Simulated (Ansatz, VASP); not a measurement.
**C: VASP beside Ansatz**

```
C
1.0
     0.00000    2.23594    3.49302
     1.29178    0.00000    3.49302
     1.29178    2.23594    0.00000
C
2
Direct
  0.16671 0.83329 0.16671
  0.83329 0.16671 0.83329
```

Change from the starting cell: volume 10.089 Å^3 an atom, stretch along c over the lengths across it, relative to the relaxed cell 1.0000.

Alike in both runs: task single point; functional PBEsol; dispersion D3(BJ); k mesh 18 × 18 × 18; occupations gaussian, width 0.03 eV; no spin polarisation.

```csv
,VASP,Ansatz
version,VASP 6.6.1,Ansatz 0.2.0
potentials or method,"VASP PAW PBE potentials, release 64 (C), cutoff 520 eV","scalar-relativistic, plane waves, PAW"
valence electrons in the cell,8,8
```

```csv
,VASP,Ansatz,Ansatz less VASP
gap on the k mesh at the Fermi level (eV),0.07,0.07,0.000
least direct gap on the mesh (eV),0.13,0.13,0.000
rms of the force components (eV/Å),0.004,0.004,+0.0001
```

VASP's potentials were made for PBE, not for PBEsol, and Ansatz warns of the same on its side. Atom by atom the forces differ by 0.000 eV/Å (rms over components).
